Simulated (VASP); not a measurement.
# SiC (P6_3mc) in VASP: further runs, part 2 of 2

VASP 6.6.1. Earlier steps stand in the parts before.

## Step 3: Single point, RPBE+D4

This run uses another cell than the first one, of 10.18 Å³/atom.

Contents of INCAR:

```
SYSTEM = SiC
PREC     = Accurate       ! precision mode
ENCUT    = 520            ! plane-wave cutoff, eV
EDIFF    = 1E-7           ! SCF threshold, eV
ISMEAR   = -1             ! smearing method
SIGMA    = 0.05           ! smearing width, eV
LREAL    = .False.        ! projectors in reciprocal space
LASPH    = .True.         ! aspherical terms in the spheres
NELM     = 80             ! most SCF steps
ALGO     = Normal         ! electronic algorithm
ISIF     = 2              ! what is computed and relaxed
LWAVE    = .False.        ! write WAVECAR
LCHARG   = .True.         ! write CHGCAR
GGA      = RP             ! functional
IVDW     = 13             ! dispersion correction
LELF     = .True.         ! ELF
LVHAR    = .True.       
NBANDS   = 36             ! bands
```

Contents of KPOINTS:

```
Automatic mesh
0
Gamma
  10 10 2
  0 0 0
```

Contents of POSCAR:

```
SiC
1.0
    3.0630073754      0.0000000000      0.0000000000
   -1.5315036877      2.6526421990      0.0000000000
    0.0000000000      0.0000000000     15.0306916504
Si C
6 6
Direct
    0.6666666667      0.3333333333      0.4582917767
    0.3333333333      0.6666666667      0.9582917767
    0.6666666667      0.3333333333      0.7918277844
    0.3333333333      0.6666666667      0.2918277844
    0.0000000000      0.0000000000      0.6250195712
    0.0000000000      0.0000000000      0.1250195712
    0.6666666667      0.3333333333      0.3333156000
    0.3333333333      0.6666666667      0.8333156000
    0.6666666667      0.3333333333      0.6668584697
    0.3333333333      0.6666666667      0.1668584697
    0.0000000000      0.0000000000      0.4996867979
    0.0000000000      0.0000000000     -0.0003132021
```

Potentials or basis: VASP PAW PBE potentials, release 64 (Si, C).

Started as:

```sh
$ cat potpaw_PBE.64/Si/POTCAR potpaw_PBE.64/C/POTCAR > POTCAR
$ mpirun -np 1 vasp_std > vasp.out
```

OUTCAR:

```text
SYSTEM = SiC
   PREC = Accurate
   ENCUT = 520
   EDIFF = 1E-7
   ISMEAR = -1
   LREAL = .False.
   LASPH = .True.
   NELM = 80
   ISIF = 2
   GGA = RP
   IVDW = 13

 ion  position               nearest neighbor table
   1  0.667  0.333  0.458-  11 1.87  11 1.87  11 1.87   7 1.88   4 3.06   4 3.06   4 3.06   5 3.07
                             5 3.07   5 3.07
   2  0.333  0.667  0.958-  12 1.87  12 1.87  12 1.87   8 1.88   3 3.06   3 3.06   3 3.06   6 3.07
                             6 3.07   6 3.07
   3  0.667  0.333  0.792-   8 1.88   8 1.88   8 1.88   9 1.88   2 3.06   2 3.06   2 3.06   5 3.07
                             5 3.07   5 3.07
   4  0.333  0.667  0.292-   7 1.88   7 1.88   7 1.88  10 1.88   1 3.06   1 3.06   1 3.06   6 3.07
                             6 3.07   6 3.07
   5  0.000  0.000  0.625-   9 1.88   9 1.88   9 1.88  11 1.88   1 3.07   1 3.07   1 3.07   3 3.07
                             3 3.07   3 3.07
   6  0.000  0.000  0.125-  10 1.88  10 1.88  10 1.88  12 1.88   2 3.07   2 3.07   2 3.07   4 3.07
                             4 3.07   4 3.07
   7  0.667  0.333  0.333-   4 1.88   4 1.88   4 1.88   1 1.88
   8  0.333  0.667  0.833-   3 1.88   3 1.88   3 1.88   2 1.88
   9  0.667  0.333  0.667-   5 1.88   5 1.88   5 1.88   3 1.88
  10  0.333  0.667  0.167-   6 1.88   6 1.88   6 1.88   4 1.88
  11  0.000  0.000  0.500-   1 1.87   1 1.87   1 1.87   5 1.88
  12  0.000  0.000  1.000-   2 1.87   2 1.87   2 1.87   6 1.88

  LATTYP: Found a hexagonal cell.
 ALAT       =     3.0630073754
 C/A-ratio  =     4.9071679589

  Lattice vectors:

 A1 = (   3.0630073754,   0.0000000000,   0.0000000000)
 A2 = (  -1.5315036877,   2.6526421990,   0.0000000000)
 A3 = (   0.0000000000,   0.0000000000,  15.0306916504)

Analysis of symmetry for initial positions (statically):
=====================================================================
 Subroutine PRICEL returns:
 Original cell was already a primitive cell.

 Routine SETGRP: Setting up the symmetry group for a
 hexagonal supercell.

 Subroutine GETGRP returns: Found 12 space group operations
 (whereof  6 operations were pure point group operations)
 out of a pool of 24 trial point group operations.

The static configuration has the point symmetry C_3v.
 The point group associated with its full space group is C_6v.

Analysis of symmetry for dynamics (positions and initial velocities):
=====================================================================
 Subroutine PRICEL returns:
 Original cell was already a primitive cell.

 Routine SETGRP: Setting up the symmetry group for a
 hexagonal supercell.

 Subroutine GETGRP returns: Found 12 space group operations
 (whereof  6 operations were pure point group operations)
 out of a pool of 24 trial point group operations.

The dynamic configuration has the point symmetry C_3v.
 The point group associated with its full space group is C_6v.

 Subroutine INISYM returns: Found 12 space group operations
 (whereof  6 operations are pure point group operations),
 and found     1 'primitive' translations

----------------------------------------------------------------------------------------

                                     Primitive cell

  volume of cell :     122.1253

  direct lattice vectors                    reciprocal lattice vectors
     3.063007375  0.000000000  0.000000000     0.326476524  0.188491309  0.000000000
[... 94 lines left out ...]
   NGX,Y,Z   is equivalent  to a cutoff of  13.03, 13.03, 12.39 a.u.
   NGXF,Y,Z  is equivalent  to a cutoff of  26.05, 26.05, 24.78 a.u.
 SYSTEM =  SiC
   PREC   = accura    normal or accurate (medium, high low for compatibility)
   ISTART =      0    job   : 0-new  1-cont  2-samecut
   ICHARG =      2    charge: 1-file 2-atom 10-const
   ISPIN  =      1    spin polarized calculation?
   LNONCOLLINEAR =      F non collinear calculations
   LSORBIT =      F    spin-orbit coupling
   LASPH  =      T    aspherical Exc in radial PAW
   ENCUT  =  520.0 eV  38.22 Ry    6.18 a.u.   5.70  5.70 27.95*2*pi/ulx,y,z
   NELM   =     80;   NELMIN=  2; NELMDL= -5     # of ELM steps
   EDIFF  = 0.1E-06   stopping-criterion for ELM
   LREAL  =      F    real-space projection
   EDIFFG = 0.1E-05   stopping-criterion for IOM
   NSW    =      0    number of steps for IOM
   IBRION =     -1    ionic relax: 0-MD 1-quasi-New 2-CG
   NFREE  =      0    steps in history (QN), initial steepest desc. (CG)
   ISIF   =      2    stress and relaxation
   ISYM   =      2    0-nonsym 1-usesym 2-fastsym
   POTIM  = 0.5000    time-step for ionic-motion
   TEBEG  =    0.0;   TEEND  =   0.0 temperature during run
   PSTRESS=    0.0 pullay stress
   NELECT =      48.0000    total number of electrons
   NUPDOWN=      -1.0000    fix difference up-down
   EMIN   =  10.00;   EMAX   =-10.00  energy-range for DOS
   EFERMI =   0.00;   METHOD = LEGACY
   ISMEAR =    -1;   SIGMA  =   0.05  broadening in eV -4-tet -1-fermi 0-gaus
   EFERMI_NEDOS =   21; number of points for ismear=-14 and -15
   IALGO  =     38    algorithm
   IMIX   =      4    mixing-type and parameters
     AMIX     =   0.40;   BMIX     =  1.00
     AMIX_MAG =   1.60;   BMIX_MAG =  1.00
  volume/ion in A,a.u.               =      10.18        68.68
  Fermi-wavevector in a.u.,A,eV,Ry     =   1.199186  2.266134 19.565830  1.438048
  Thomas-Fermi vector in A             =   2.335056
   LORBIT       =      0    0 simple, 1 ext, 2 COOP (PROOUT), +10 PAW based schemes
   GGA     = RP    functional components
   LHFCALC =     F    Hartree Fock is set to
   AEXX    =    0.0000 exact exchange contribution
   IVDW    =    13    specifies the selected vdW correction
   LEPSILON=     F    determine dielectric tensor
   LRPA    =     F    only Hartree local field effects (RPA)
 non-spin polarized calculation
  energy-cutoff  :      520.00
  volume of cell :      122.13
 maximum number of plane-waves:      3319
 NGX is ok and might be reduce to    24
   NGX = 11   NGY = 11   NGZ = 55

 number of electron      47.9999997 magnetization

 Free energy of the ion-electron system (eV)
  ---------------------------------------------------
  ext. energy  EPLUGINS =         0.00000000
  ---------------------------------------------------
  free energy    TOTEN  =       -85.79067308 eV

  energy without entropy =      -85.79067308  energy(sigma->0) =      -85.79067308

 E-fermi :   9.4335     XC(G=0): -11.3619

 val. band max:        8.4275973376   @ k =   0.0000   0.0000   0.0000
 cond. band min:      10.4567880386   @ k =   0.5000   0.0000   0.0000
 fundamental gap:      2.0291907010
 Fermi energy:         9.4334977910

 k-point     1 :       0.0000    0.0000    0.0000
  band No.  band energies     occupation
      1      -7.1780      2.00000
      2      -6.6502      2.00000
      3      -6.6147      2.00000
      4      -5.1034      2.00000
      5      -5.0736      2.00000
      6      -3.5705      2.00000
[... 925 lines left out ...]
     35      16.0926      0.00000
     36      16.0926      0.00000

 [... further k-points ...]

------------------------ aborting loop because EDIFF is reached ----------------------------------------

  DFT-D4 for vdW energy calculation

  Edisp (eV):   -8.70080

  FORCE on cell =-STRESS in cart. coord.  units (eV):
  Direction    XX          YY          ZZ          XY          YZ          ZX
  --------------------------------------------------------------------------------------
  -------------------------------------------------------------------------------------
  Total      -0.42329    -0.42329    -0.42288     0.00000    -0.00000     0.00000
  in kB      -5.55318    -5.55318    -5.54787     0.00000    -0.00000     0.00000
  external pressure =       -5.55 kB  Pullay stress =        0.00 kB

 VOLUME and BASIS-vectors are now :
 -----------------------------------------------------------------------------
  energy-cutoff  :      520.00
  volume of cell :      122.13
      direct lattice vectors                 reciprocal lattice vectors
     3.063007375  0.000000000  0.000000000     0.326476524  0.188491309  0.000000000
    -1.531503688  2.652642199  0.000000000     0.000000000  0.376982618  0.000000000
     0.000000000  0.000000000 15.030691650     0.000000000  0.000000000  0.066530538

 POSITION                                       TOTAL-FORCE (eV/Angst)
 -----------------------------------------------------------------------------------
      1.53150      0.88421      6.88844        -0.000000      0.000000      0.007820
     -0.00000      1.76843     14.40379         0.000000     -0.000000      0.007820
      1.53150      0.88421     11.90172        -0.000000      0.000000      0.008330
     -0.00000      1.76843      4.38637        -0.000000     -0.000000      0.008330
      0.00000      0.00000      9.39448         0.000000     -0.000000      0.009121
      0.00000      0.00000      1.87913         0.000000      0.000000      0.009121
      1.53150      0.88421      5.00996         0.000000      0.000000     -0.008668
     -0.00000      1.76843     12.52531         0.000000      0.000000     -0.008668
      1.53150      0.88421     10.02334        -0.000000     -0.000000     -0.007960
     -0.00000      1.76843      2.50800        -0.000000      0.000000     -0.007960
      0.00000      0.00000      7.51064         0.000000      0.000000     -0.008643
      0.00000      0.00000     15.02598         0.000000     -0.000000     -0.008643
 -----------------------------------------------------------------------------------
    total drift:                               -0.000000     -0.000000      0.000132

  FREE ENERGIE OF THE ION-ELECTRON SYSTEM (eV)
  ---------------------------------------------------
  free  energy   TOTEN  =       -94.4914715469 eV

  energy  without entropy=      -94.4914715467  energy(sigma->0) =      -94.49147155
```

Run time: 2.1 min. Hardware: 1 thread of Intel Xeon Platinum 8488C (Sapphire Rapids), shared host; peak memory 0.28 GiB.

Results:

```yaml
Free_energy: -94.4915 eV
Pressure: -0.6 GPa
Largest_force: 0.009 eV/Å
Band_gap_on_the_k_mesh: 2.03 eV (least direct gap 3.13 eV)
Dispersion_energy_per_atom: -0.725 eV
```

Forces in eV/Å, atoms in the order of the input:
```
Si   0.000  0.000  0.008
Si   0.000  0.000  0.008
Si   0.000  0.000  0.008
Si   0.000  0.000  0.008
Si   0.000  0.000  0.009
Si   0.000  0.000  0.009
C    0.000  0.000 -0.009
C    0.000  0.000 -0.009
C    0.000  0.000 -0.008
C    0.000  0.000 -0.008
C    0.000  0.000 -0.009
C    0.000  0.000 -0.009
```

Levels at points of the mesh, in eV from the valence-band top:
| k point | band 20 | band 21 | band 22 | band 23 | band 24 | band 25 | band 26 | band 27 | band 28 | band 29 |
| --- | --- | --- | --- | --- | --- | --- | --- | --- | --- | --- |
| (0.00, 0.00, 0.00) | -0.30 | -0.30 | -0.04 | 0.00 | 0.00 | 5.36 | 5.53 | 5.95 | 6.45 | 6.51 |
| (0.50, 0.00, 0.00) | -2.27 | -1.82 | -1.79 | -1.67 | -1.10 | 2.03 | 2.24 | 3.27 | 3.94 | 4.67 |
| (0.00, 0.00, 0.50) | -0.64 | -0.10 | -0.10 | -0.10 | -0.10 | 5.43 | 5.43 | 6.18 | 6.18 | 6.87 |
| (0.50, 0.00, 0.50) | -2.36 | -1.72 | -1.72 | -1.31 | -1.31 | 2.08 | 2.08 | 3.49 | 3.49 | 4.95 |

Caveat: the PAW data sets were made with another functional, which shifts forces and pressure a little.

## Step 4: Relaxation of cell and atoms, RPBE+D4

This run uses another cell than the first one, of 10.49 Å³/atom.

Contents of INCAR:

```
SYSTEM = SiC
  PREC = Accurate
  ENCUT = 600
  EDIFF = 1E-7
  ISMEAR = -1
  SIGMA = 0.05
  LREAL = .False.
  LASPH = .True.
  NELM = 80
  ALGO = Normal
  ISIF = 3
  LWAVE = .False.
  LCHARG = .False.
  GGA = RP
  IVDW = 13
  IBRION = 2
  NSW = 60
  EDIFFG = -0.01
```

KPOINTS is that of step 3.

Contents of POSCAR:

```
SiC
1.0
    3.0950000000      0.0000000000      0.0000000000
   -1.5475000000      2.6803486247      0.0000000000
    0.0000000000      0.0000000000     15.1700000000
Si C
6 6
Direct
    0.6666666667      0.3333333333      0.4583000000
    0.3333333333      0.6666666667      0.9583000000
    0.6666666667      0.3333333333      0.7917000000
    0.3333333333      0.6666666667      0.2917000000
    0.0000000000      0.0000000000      0.6250000000
    0.0000000000      0.0000000000      0.1250000000
    0.6666666667      0.3333333333      0.3333000000
    0.3333333333      0.6666666667      0.8333000000
    0.6666666667      0.3333333333      0.6667000000
    0.3333333333      0.6666666667      0.1667000000
    0.0000000000      0.0000000000      0.5000000000
    0.0000000000      0.0000000000      0.0000000000
```

Started as:

```sh
$ cat potpaw_PBE.64/Si/POTCAR potpaw_PBE.64/C/POTCAR > POTCAR
$ mpirun -np 1 vasp_std > vasp.out
```

It took 16 min on 1 thread of Intel Xeon Platinum 8488C (Sapphire Rapids), shared host; peak memory 0.37 GiB.

Results (log left out):

```yaml
Free_energy: -94.5093 eV
Relaxed_volume: 10.14 Å³/atom
Relaxed_cell: a = 3.060 Å, b = 3.060 Å, c = 15.012 Å, α = 90.00°, β = 90.00°, γ = 120.00°
Space_group_after_relaxing_to_0.1_Å: P6_3mc (No. 186)
Energy_gained_by_relaxing: 7.8 meV/atom
Ionic_steps: 8
Pressure_after_relaxing: 0.0 GPa
Largest_force_after_relaxing: 0.005 eV/Å
Band_gap_on_the_k_mesh: 2.03 eV (least direct gap 3.13 eV)
Dispersion_energy_per_atom: -0.727 eV
```

Forces in eV/Å, atoms in the order of the input:
```
Si   0.000  0.000  0.002
Si   0.000  0.000  0.002
Si   0.000  0.000  0.002
Si   0.000  0.000  0.002
Si   0.000  0.000  0.003
Si   0.000  0.000  0.003
C    0.000  0.000 -0.001
C    0.000  0.000 -0.001
C    0.000  0.000 -0.001
C    0.000  0.000 -0.001
C    0.000  0.000 -0.005
C    0.000  0.000 -0.005
```

The path:
| step | energy change (eV) | largest force (eV/Å) | pressure (GPa) | volume (Å³) |
| --- | --- | --- | --- | --- |
| 1 | 0.0000 | 0.1491 | -6.95 | 125.85 |
| 2 | 0.0043 | 0.1328 | 7.97 | 117.74 |
| 3 | -0.0931 | 0.0301 | -0.04 | 121.75 |
| 4 | -0.0930 | 0.0317 | 0.11 | 121.66 |
| 5 | -0.0932 | 0.0195 | 0.13 | 121.65 |
| 6 | -0.0932 | 0.0195 | 0.13 | 121.66 |
| 7 | -0.0932 | 0.0103 | -0.09 | 121.78 |
| 8 | -0.0932 | 0.0053 | 0.02 | 121.71 |

Final structure:
```
Si C
1.0
     3.05973    0.00000    0.00000
    -1.52987    2.64980    0.00000
     0.00000    0.00000   15.01195
Si C
6 6
Direct
  0.66667 0.33333 0.45831
  0.33333 0.66667 0.95831
  0.66667 0.33333 0.79184
  0.33333 0.66667 0.29184
  0.00000 0.00000 0.62503
  0.00000 0.00000 0.12503
  0.66667 0.33333 0.33330
  0.33333 0.66667 0.83330
  0.66667 0.33333 0.66684
  0.33333 0.66667 0.16684
  0.00000 0.00000 0.49968
  0.00000 0.00000 0.99968
```

Levels at points of the mesh, in eV from the valence-band top:
```csv
k point,band 21,band 22,band 23,band 24,band 25,band 26,band 27,band 28
"(0.00, 0.00, 0.00)",-0.30,-0.03,0.00,0.00,5.39,5.56,5.98,6.49
"(0.50, 0.00, 0.00)",-1.82,-1.79,-1.67,-1.10,2.03,2.24,3.28,3.95
"(0.00, 0.00, 0.50)",-0.10,-0.10,-0.10,-0.10,5.46,5.46,6.21,6.21
"(0.50, 0.00, 0.50)",-1.72,-1.72,-1.31,-1.31,2.08,2.08,3.50,3.50
```

Caveat: the PAW data sets were made with another functional, which shifts forces and pressure a little. A k mesh can miss the band edges.

## Step 5: The runs side by side

```csv
task,level,cell,cutoff (eV),gap on the mesh (eV),pressure (GPa),largest force (eV/Å)
single point,revPBE+D4,"a = 3.156, b = 3.156, c = 15.468 Å, angles 90.0, 90.0, 120.0°, 12 atoms, atomic positions A",520,2.04,-16.5,0.14
single point,RPBE+D4,"a = 3.063, b = 3.063, c = 15.031 Å, angles 90.0, 90.0, 120.0°, 12 atoms, atomic positions B",520,2.03,-0.6,0.01
relaxation of cell and atoms,RPBE+D4,"relaxed from a = 3.095, b = 3.095, c = 15.170 Å, angles 90.0, 90.0, 120.0°, 12 atoms, atomic positions A",600,2.03,0.0,0.01
```

Alike in all rows: potentials or basis VASP PAW PBE potentials, release 64 (Si, C); no spin polarisation; k mesh 10 × 10 × 2; smearing fermi-dirac 0.05 eV.

Caveats: the PAW data sets were made with another functional, which shifts forces and pressure a little; the cell stands under tension (at least some runs).

Total energies depend on the potentials used, so only differences within one code and one set of settings carry meaning.
